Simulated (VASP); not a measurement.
# AlNi (P4/mmm) in VASP: a series of runs

The runs below take AlNi through relaxation of shape and atoms at fixed volume, relaxation of cell and atoms, with PBEsol.

Everything below comes from runs of VASP 6.6.1. Logs are shortened: lines on timing, memory, paths and dates and some standing lists are left out, and cuts for length are marked.

### 1 The cell of the first run

The typed cell holds 2 atoms: a = 2.843 Å, b = 2.843 Å, c = 2.846 Å, α = 90.00°, β = 90.00°, γ = 90.00°.

### 2 Relaxation of shape and atoms at fixed volume, PBEsol (11.50 Å³/atom)

INCAR

```
SYSTEM = AlNi
  PREC = Accurate
  ENCUT = 600
  EDIFF = 1E-6
  ISMEAR = -1
  SIGMA = 0.15
  LREAL = .False.
  LASPH = .True.
  NELM = 80
  ALGO = Normal
  ISIF = 4
  LWAVE = .False.
  LCHARG = .False.
  GGA = PS
  IBRION = 2
  NSW = 80
  EDIFFG = -0.001
```

KPOINTS

```
regular mesh
0
Gamma
  16 16 14
  0 0 0
```

POSCAR

```
AlNi
1.0
    2.0104996643     -2.0104985906      0.0000000000
    2.0104996643      2.0104985906      0.0000000000
    0.0000000000      0.0000000000      2.8455233752
Al Ni
1 1
Direct
    0.0000000000      0.0000000000      0.0000000000
    0.5000000000      0.5000000000      0.5000000000
```

Potentials or basis: VASP PAW PBE potentials, release 64 (Al, Ni).

The run is started by

```
cat potpaw_PBE.64/Al/POTCAR potpaw_PBE.64/Ni/POTCAR > POTCAR
mpirun -np 1 vasp_std > vasp.out
```

OUTCAR:

```text
SYSTEM = AlNi
   PREC = Accurate
   ENCUT = 600
   EDIFF = 1E-6
   ISMEAR = -1
   LREAL = .False.
   LASPH = .True.
   NELM = 80
   ISIF = 4
   GGA = PS
   IBRION = 2
   NSW = 80
   EDIFFG = -0.001

 ion  position               nearest neighbor table
   1  0.000  0.000  0.000-   2 2.46   2 2.46   2 2.46   2 2.46   2 2.46   2 2.46   2 2.46   2 2.46

   2  0.500  0.500  0.500-   1 2.46   1 2.46   1 2.46   1 2.46   1 2.46   1 2.46   1 2.46   1 2.46

  LATTYP: Found a simple tetragonal cell.
 ALAT       =     2.8432751332
 C/A-ratio  =     1.0007907226

  Lattice vectors:

 A1 = (   2.0104996643,  -2.0104985906,   0.0000000000)
 A2 = (   2.0104996643,   2.0104985906,   0.0000000000)
 A3 = (   0.0000000000,   0.0000000000,   2.8455233752)

Analysis of symmetry for initial positions (statically):
=====================================================================
 Subroutine PRICEL returns:
 Original cell was already a primitive cell.

 Routine SETGRP: Setting up the symmetry group for a
 simple tetragonal supercell.

 Subroutine GETGRP returns: Found 16 space group operations
 (whereof 16 operations were pure point group operations)
 out of a pool of 16 trial point group operations.

The static configuration has the point symmetry D_4h.

Analysis of symmetry for dynamics (positions and initial velocities):
=====================================================================
 Subroutine PRICEL returns:
 Original cell was already a primitive cell.

 Routine SETGRP: Setting up the symmetry group for a
 simple tetragonal supercell.

 Subroutine GETGRP returns: Found 16 space group operations
 (whereof 16 operations were pure point group operations)
 out of a pool of 16 trial point group operations.

The dynamic configuration has the point symmetry D_4h.

 Subroutine INISYM returns: Found 16 space group operations
 (whereof 16 operations are pure point group operations),
 and found     1 'primitive' translations

----------------------------------------------------------------------------------------

                                     Primitive cell

  volume of cell :      23.0038

  direct lattice vectors                    reciprocal lattice vectors
     2.010499664 -2.010498591  0.000000000     0.248694396 -0.248694529  0.000000000
     2.010499664  2.010498591  0.000000000     0.248694396  0.248694529  0.000000000
     0.000000000  0.000000000  2.845523375     0.000000000  0.000000000  0.351429199

  length of vectors
     2.843275133  2.843275133  2.845523375     0.351707082  0.351707082  0.351429199

  position of ions in fractional coordinates (direct lattice)
     0.000000000  0.000000000  0.000000000
     0.500000000  0.500000000  0.500000000

  ion indices of the primitive-cell ions
   primitive index   ion index
                 1           1
                 2           2

----------------------------------------------------------------------------------------

 KPOINTS: regular mesh

Automatic generation of k-mesh.
 Grid dimensions read from file:
 generate k-points for:   16   16   14

 Generating k-lattice:

  Cartesian coordinates                     Fractional coordinates (reciprocal lattice)
     0.015543400 -0.015543408  0.000000000     0.062500000 -0.000000000  0.000000000
     0.015543400  0.015543408  0.000000000    -0.000000000  0.062500000  0.000000000
     0.000000000  0.000000000  0.025102086     0.000000000  0.000000000  0.071428571

  Length of vectors
     0.021981693  0.021981693  0.025102086

  Shift w.r.t. Gamma in fractional coordinates (k-lattice)
     0.000000000  0.000000000  0.000000000

 Subroutine IBZKPT returns following result:
 ===========================================

 Found    360 irreducible k-points:

 Following reciprocal coordinates:
            Coordinates               Weight
  0.000000  0.000000  0.000000      1.000000
  0.062500  0.000000  0.000000      4.000000
  0.125000  0.000000  0.000000      4.000000
  0.187500  0.000000  0.000000      4.000000
  0.250000  0.000000  0.000000      4.000000
  0.312500  0.000000  0.000000      4.000000
[... 16 lines left out ...]
  0.437500  0.125000  0.000000      8.000000
  0.500000  0.125000  0.000000      4.000000
 [... further k-points ...]
   k-points           NKPTS =    360   k-points in BZ     NKDIM =    360   number of bands    NBANDS=     10
   number of dos      NEDOS =    301   number of ions     NIONS =      2
   total plane-waves  NPLWV =  13824
   dimension x,y,z NGX =    24 NGY =   24 NGZ =   24
   dimension x,y,z NGXF=    48 NGYF=   48 NGZF=   48
   ions per type =               1   1
   NGX,Y,Z   is equivalent  to a cutoff of  14.03, 14.03, 14.02 a.u.
   NGXF,Y,Z  is equivalent  to a cutoff of  28.07, 28.07, 28.04 a.u.
 SYSTEM =  AlNi
   PREC   = accura    normal or accurate (medium, high low for compatibility)
   ISTART =      0    job   : 0-new  1-cont  2-samecut
   ICHARG =      2    charge: 1-file 2-atom 10-const
   ISPIN  =      1    spin polarized calculation?
   LNONCOLLINEAR =      F non collinear calculations
   LSORBIT =      F    spin-orbit coupling
   LASPH  =      T    aspherical Exc in radial PAW
   ENCUT  =  600.0 eV  44.10 Ry    6.64 a.u.   5.68  5.68  5.68*2*pi/ulx,y,z
   NELM   =     80;   NELMIN=  2; NELMDL= -5     # of ELM steps
   EDIFF  = 0.1E-05   stopping-criterion for ELM
   LREAL  =      F    real-space projection
   EDIFFG = -.1E-02   stopping-criterion for IOM
   NSW    =     80    number of steps for IOM
   IBRION =      2    ionic relax: 0-MD 1-quasi-New 2-CG
   NFREE  =      1    steps in history (QN), initial steepest desc. (CG)
   ISIF   =      4    stress and relaxation
   ISYM   =      2    0-nonsym 1-usesym 2-fastsym
   POTIM  = 0.5000    time-step for ionic-motion
   TEBEG  =    0.0;   TEEND  =   0.0 temperature during run
   PSTRESS=    0.0 pullay stress
   NELECT =      13.0000    total number of electrons
   NUPDOWN=      -1.0000    fix difference up-down
   EMIN   =  10.00;   EMAX   =-10.00  energy-range for DOS
   EFERMI =   0.00;   METHOD = LEGACY
   ISMEAR =    -1;   SIGMA  =   0.15  broadening in eV -4-tet -1-fermi 0-gaus
   EFERMI_NEDOS =   21; number of points for ismear=-14 and -15
   IALGO  =     38    algorithm
   IMIX   =      4    mixing-type and parameters
     AMIX     =   0.40;   BMIX     =  1.00
     AMIX_MAG =   1.60;   BMIX_MAG =  1.00
  volume/ion in A,a.u.               =      11.50        77.62
  Fermi-wavevector in a.u.,A,eV,Ry     =   1.353493  2.557731 24.925097  1.831943
  Thomas-Fermi vector in A             =   2.480744
   LORBIT       =      0    0 simple, 1 ext, 2 COOP (PROOUT), +10 PAW based schemes
   GGA     = PS    functional components
   LHFCALC =     F    Hartree Fock is set to
   AEXX    =    0.0000 exact exchange contribution
   IVDW    =     0    specifies the selected vdW correction
   LEPSILON=     F    determine dielectric tensor
   LRPA    =     F    only Hartree local field effects (RPA)
 conjugate gradient relaxation of ions
 non-spin polarized calculation
  energy-cutoff  :      600.00
  volume of cell :       23.00
 maximum number of plane-waves:       796
 NGX is ok and might be reduce to    24
   NGX = 11   NGY = 11   NGZ = 11

 number of electron      13.0000000 magnetization

 Free energy of the ion-electron system (eV)
  ---------------------------------------------------
  ext. energy  EPLUGINS =         0.00000000
  ---------------------------------------------------
  free energy    TOTEN  =       -11.61127822 eV

  energy without entropy =      -11.55048799  energy(sigma->0) =      -11.58088311

 E-fermi :  10.4358     XC(G=0): -12.3560

 val. band max:       10.4245774577   @ k =   0.3750   0.3750   0.5000
 cond. band min:      10.4388842252   @ k =   0.4375   0.2500   0.4286
 fundamental gap:      0.0143067675
 Fermi energy:        10.4358400609

 k-point     1 :       0.0000    0.0000    0.0000
  band No.  band energies     occupation
      1      -1.0009      2.00000
      2       6.9781      2.00000
      3       6.9782      2.00000
      4       8.7801      1.99997
      5       8.7801      1.99997
      6       8.7820      1.99997
      7      16.0607      0.00000
      8      16.0897      0.00000
      9      16.0898      0.00000
     10      18.6837      0.00000

 k-point     2 :       0.0625    0.0000    0.0000
  band No.  band energies     occupation
      1      -0.9269      2.00000
      2       6.9741      2.00000
      3       6.9961      2.00000
      4       8.7468      1.99997
      5       8.7488      1.99997
      6       8.7836      1.99997
      7      15.2733      0.00000
      8      16.1587      0.00000
      9      16.1876      0.00000
     10      18.6874      0.00000

 k-point     3 :       0.1250    0.0000    0.0000
  band No.  band energies     occupation
      1      -0.7056      2.00000
      2       6.9480      2.00000
      3       7.0478      2.00000
      4       8.6548      1.99999
      5       8.6572      1.99999
      6       8.7938      1.99996
      7      13.8593      0.00000
      8      16.4452      0.00000
      9      16.4737      0.00000
     10      18.6939      0.00000

 k-point     4 :       0.1875    0.0000    0.0000
  band No.  band energies     occupation
      1      -0.3397      2.00000
      2       6.8535      2.00000
      3       7.1266      2.00000
      4       8.5241      1.99999
      5       8.5270      1.99999
      6       8.8090      1.99996
      7      12.4689      0.00000
      8      16.9013      0.00000
      9      16.9293      0.00000
     10      18.7043      0.00000
[... 222 lines left out ...]
 k-point    22 :       0.3750    0.1250    0.0000
  band No.  band energies     occupation
      1       1.8318      2.00000
      2       5.4932      2.00000
      3       7.4356      2.00000
      4       8.0512      2.00000
      5       8.1559      2.00000
      6       8.7520      1.99997
      7      10.0664      1.84301
      8      16.3719      0.00000
      9      19.4140      0.00000
     10      19.5042      0.00000

 k-point    23 :       0.4375    0.1250    0.0000
  band No.  band energies     occupation
      1       2.6847      2.00000
      2       4.5838      2.00000
      3       7.5141      2.00000
      4       7.9950      2.00000
      5       8.0862      2.00000
      6       8.7636      1.99997
      7       9.8041      1.97079
      8      17.0633      0.00000
      9      18.9264      0.00000
     10      20.3210      0.00000

 k-point    24 :       0.5000    0.1250    0.0000
  band No.  band energies     occupation
      1       3.5371      2.00000
      2       3.7013      2.00000
      3       7.5451      2.00000
      4       7.9716      2.00000
      5       8.0622      2.00000
      6       8.7677      1.99997
      7       9.7296      1.98212
      8      17.5147      0.00000
      9      18.4884      0.00000
     10      21.0364      0.00000

 [... further k-points ...]

------------------------ aborting loop because EDIFF is reached ----------------------------------------

  FORCE on cell =-STRESS in cart. coord.  units (eV):
  Direction    XX          YY          ZZ          XY          YZ          ZX
  --------------------------------------------------------------------------------------
  -------------------------------------------------------------------------------------
  Total        0.5343991      0.5343985      0.5349034      0.0000000     -0.0000000      0.0000000
  in kB       37.2200006     37.2199609     37.2551235      0.0000000     -0.0000000      0.0000000
  external PRESSURE =      37.2316950 kB  Pullay stress =       0.0000000 kB

 VOLUME and BASIS-vectors are now :
 -----------------------------------------------------------------------------
  energy-cutoff  :      600.00
  volume of cell :       23.00
      direct lattice vectors                 reciprocal lattice vectors
     2.010499664 -2.010498591  0.000000000     0.248694396 -0.248694529  0.000000000
     2.010499664  2.010498591  0.000000000     0.248694396  0.248694529  0.000000000
     0.000000000  0.000000000  2.845523375     0.000000000  0.000000000  0.351429199

 POSITION                                       TOTAL-FORCE (eV/Angst)
 -----------------------------------------------------------------------------------
      0.00000      0.00000      0.00000        -0.000000      0.000000      0.000000
      2.01050      0.00000      1.42276         0.000000      0.000000      0.000000
 -----------------------------------------------------------------------------------
    total drift:                                0.000000     -0.000000     -0.000000

  FREE ENERGIE OF THE ION-ELECTRON SYSTEM (eV)
  ---------------------------------------------------
  free  energy   TOTEN  =       -11.6112782238 eV

  energy  without entropy=      -11.5504879934  energy(sigma->0) =      -11.58088311

 reached required accuracy - stopping structural energy minimisation
```

Wall time 42 s (1 thread of Intel Xeon Platinum 8259CL at 2.50GHz (Skylake/Cascade Lake), shared host); peak memory 0.24 GiB.

What came out:

```
Free energy             : -11.6113 eV
Pressure after relaxing : 3.7 GPa
Band gap on the k mesh  : zero (an odd number of electrons rules out a gap without spin polarisation)
```

Final structure:
```
CELL_PARAMETERS angstrom
2.01050 -2.01050 0.00000
2.01050 2.01050 0.00000
0.00000 0.00000 2.84552
ATOMIC_POSITIONS crystal
Al 0.00000 0.00000 0.00000
Ni 0.50000 0.50000 0.50000
```

Levels at points of the mesh, in eV from the Fermi level:
```
           k point  band 5  band 6  band 7  band 8  band 9  band 10
(0.00, 0.00, 0.00)   -1.66   -1.65    5.62    5.65    5.65     8.25
(0.50, 0.00, 0.00)   -2.39   -1.56   -0.70    8.33   10.15    10.17
(0.50, 0.50, 0.00)   -2.23   -2.23   -1.10    1.51    2.67    12.69
(0.00, 0.00, 0.50)   -2.39   -1.56   -0.71    8.33   10.17    10.17
(0.50, 0.00, 0.50)   -2.22   -2.22   -1.10    1.50    2.66    12.71
(0.50, 0.50, 0.50)   -1.07    1.93    1.93    1.93    4.06     4.63
```

Caveat: the relaxation stopped at its first step, so nothing moved; the PAW data sets were made with another functional, which shifts forces and pressure a little. Spin polarisation is off, so any magnetic state and its effect on volume and gap are missing.

### 3 Relaxation of cell and atoms, PBEsol, target pressure 3 GPa, at which the enthalpy is minimised

This run uses another cell than the first one, of 11.74 Å³/atom.

INCAR

```
  ALGO = Fast
  EDIFF = 1E-6
  EDIFFG = -0.001
  ENCUT = 600
  GGA = PS
  IBRION = 2
  ISIF = 3
  ISMEAR = -1
  LASPH = T
  LCHARG = F
  LREAL = F
  LWAVE = F
  NELM = 100
  NSW = 80
  PREC = Accurate
  PSTRESS = 30.0
  SIGMA = 0.15
```

KPOINTS

```
k-points
0
Gamma
  16 16 14
```

POSCAR

```
AlNi
1.0
    2.0240845335     -2.0240834526      0.0000000000
    2.0240845335      2.0240834526      0.0000000000
    0.0000000000      0.0000000000      2.8647504677
Al Ni
1 1
Direct
    0.0000000000      0.0000000000      0.0000000000
    0.5000000000      0.5000000000      0.5000000000
```

Potentials or basis: VASP PAW PBE potentials, release 64 (Al, Ni).

The run is started by

```
cat potpaw_PBE.64/Al/POTCAR potpaw_PBE.64/Ni/POTCAR > POTCAR
mpirun -np 1 vasp_std > vasp.out
```

Wall time 7.1 min (1 thread of Intel Xeon Platinum 8259CL at 2.50GHz (Skylake/Cascade Lake), shared host); peak memory 0.26 GiB.

Results (log left out):

```
Free energy                                                : -11.6133 eV
Relaxed volume                                             : 11.55 Å³/atom
Relaxed cell                                               : a = 2.847 Å, b = 2.847 Å, c = 2.849 Å, α = 90.00°, β = 90.00°, γ = 90.00°
Space group after relaxing (to 0.1 Å)                      : Pm-3m (No. 221)
Energy change on relaxing (the run minimises the enthalpy) : +1.8 meV/atom
Ionic steps                                                : 25
Pressure after relaxing                                    : 3.0 GPa
Band gap on the k mesh                                     : zero (an odd number of electrons rules out a gap without spin polarisation)
```

Step by step:
| step | energy change (eV) | largest force (eV/Å) | pressure (GPa) | volume (Å³) |
| --- | --- | --- | --- | --- |
| 1 | 0.0000 | 0.0000 | 0.13 | 23.47 |
| 2 | 0.0125 | 0.0000 | 5.59 | 22.77 |
| 3 | 0.0036 | 0.0000 | 2.95 | 23.10 |
| 4 | 0.0037 | 0.0000 | 3.27 | 23.09 |
| 5 | 0.0027 | 0.0000 | 2.56 | 23.15 |
| 6 | 0.0035 | 0.0000 | 3.21 | 23.10 |
| 7 | 0.0032 | 0.0000 | 2.85 | 23.12 |
| 8 | 0.0033 | 0.0000 | 3.07 | 23.11 |
| 9 | 0.0033 | 0.0000 | 2.79 | 23.11 |
| 10 | 0.0033 | 0.0000 | 2.92 | 23.11 |
| 11 | 0.0036 | 0.0000 | 2.96 | 23.10 |
| 12 | 0.0039 | 0.0000 | 3.09 | 23.08 |
| 13 | 0.0037 | 0.0000 | 3.06 | 23.09 |
| 14 | 0.0036 | 0.0000 | 2.92 | 23.09 |
| 15 | 0.0037 | 0.0000 | 3.08 | 23.09 |
| 16 | 0.0036 | 0.0000 | 2.48 | 23.09 |
| 17 | 0.0036 | 0.0000 | 3.26 | 23.09 |
| 18 | 0.0036 | 0.0000 | 2.82 | 23.10 |
| 19 | 0.0036 | 0.0000 | 3.06 | 23.09 |
| 20 | 0.0036 | 0.0000 | 2.67 | 23.10 |
| 21 | 0.0036 | 0.0000 | 3.22 | 23.09 |
| 22 | 0.0036 | 0.0000 | 2.88 | 23.09 |
| 23 | 0.0036 | 0.0000 | 3.03 | 23.09 |
| 24 | 0.0036 | 0.0000 | 2.95 | 23.09 |
| 25 | 0.0036 | 0.0000 | 3.00 | 23.09 |

Final structure:
```
Al Ni
1.0
     2.01314   -2.01314    0.00000
     2.01314    2.01314    0.00000
     0.00000    0.00000    2.84928
Al Ni
1 1
Cartesian
  0.0000 0.0000 0.0000
  2.0131 0.0000 1.4246
```

Levels at points of the mesh, in eV from the Fermi level:
| k point | band 4 | band 5 | band 6 | band 7 | band 8 | band 9 | band 10 |
| --- | --- | --- | --- | --- | --- | --- | --- |
| (0.00, 0.00, 0.00) | -1.65 | -1.65 | -1.65 | 5.61 | 5.64 | 5.64 | 8.23 |
| (0.50, 0.00, 0.00) | -2.39 | -2.38 | -1.55 | -0.70 | 8.32 | 10.13 | 10.15 |
| (0.50, 0.50, 0.00) | -2.99 | -2.21 | -2.21 | -1.09 | 1.50 | 2.65 | 12.65 |
| (0.00, 0.00, 0.50) | -2.38 | -2.38 | -1.55 | -0.70 | 8.32 | 10.15 | 10.15 |
| (0.50, 0.00, 0.50) | -2.99 | -2.21 | -2.21 | -1.09 | 1.49 | 2.64 | 12.67 |
| (0.50, 0.50, 0.50) | -1.06 | -1.06 | 1.93 | 1.93 | 1.93 | 4.02 | 4.60 |

Caveat: the cell is relaxed towards a set pressure, so the run minimises the enthalpy, not the energy; the PAW data sets were made with another functional, which shifts forces and pressure a little.
